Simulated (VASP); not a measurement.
Input of a VASP 6.6.1 run:

The input POSCAR:

```
BAs
1.0
    3.3658574568      0.0000000000      0.0000000000
   -1.6829287284      2.9149180631      0.0000000000
    0.0000000000      0.0000000000      8.7445975206
B As
2 2
Direct
    0.3333333333      0.6666666667      0.2500000000
    0.6666666667      0.3333333333      0.7500000000
    0.6666666667      0.3333333333      0.2500000000
    0.3333333333      0.6666666667      0.7500000000
```

The input INCAR.step1:

```
SYSTEM = BAs
PREC     = Accurate       ! precision mode
ENCUT    = 520            ! plane-wave cutoff, eV
EDIFF    = 1E-5           ! SCF threshold, eV
ISMEAR   = 0              ! smearing method
SIGMA    = 0.01           ! smearing width, eV
LREAL    = .FALSE.        ! projectors in reciprocal space
LASPH    = .TRUE.         ! aspherical terms in the spheres
NELM     = 100            ! most SCF steps
ALGO     = Normal         ! electronic algorithm
ISIF     = 2              ! what is computed and relaxed
LWAVE    = .TRUE.         ! write WAVECAR
GGA      = PE             ! functional
NBANDS   = 16             ! bands
```

File INCAR.step2:

```
SYSTEM = BAs
PREC     = Accurate       ! precision mode
ENCUT    = 520            ! plane-wave cutoff, eV
EDIFF    = 1E-6           ! SCF threshold, eV
ISMEAR   = 0              ! smearing method
SIGMA    = 0.01           ! smearing width, eV
LREAL    = .FALSE.        ! projectors in reciprocal space
LASPH    = .TRUE.         ! aspherical terms in the spheres
NELM     = 100            ! most SCF steps
ALGO     = Normal         ! electronic algorithm
ISIF     = 2              ! what is computed and relaxed
LWAVE    = .FALSE.        ! write WAVECAR
LCHARG   = .TRUE.         ! write CHGCAR
GGA      = PE             ! functional
LHFCALC  = .TRUE.         ! exact exchange
HFSCREEN = 0.2079         ! screening, 1/A
PRECFOCK = Normal       
LELF     = .TRUE.         ! ELF
LVHAR    = .TRUE.       
ISTART   = 1            
NBANDS   = 16             ! bands
```

The input KPOINTS:

```
Automatic mesh
0
G
  6 6 2
  0 0 0
```

Potentials or basis: VASP PAW PBE potentials, release 64 (B, As).

Command:

```sh
$ cat potpaw_PBE.64/B/POTCAR potpaw_PBE.64/As/POTCAR > POTCAR
$ cp INCAR.step1 INCAR
$ mpirun -np 1 vasp_std > vasp.out
$ cp INCAR.step2 INCAR
$ mpirun -np 1 vasp_std > vasp.out
```

Q: Predict the pressure.

A: -0.1 GPa.

Q: Predict the band gap on the k mesh.

A: 1.14 eV.

Stress tensor (GPa, compression positive):
```
-0.36  0.00  0.00
 0.00 -0.36  0.00
 0.00  0.00  0.34
```

Caveat: the PAW data sets were made with another functional, which shifts forces and pressure a little; this functional lacks dispersion, which binds the layers, so the pressure and a relaxed spacing across them are unreliable. A k mesh can miss the band edges.
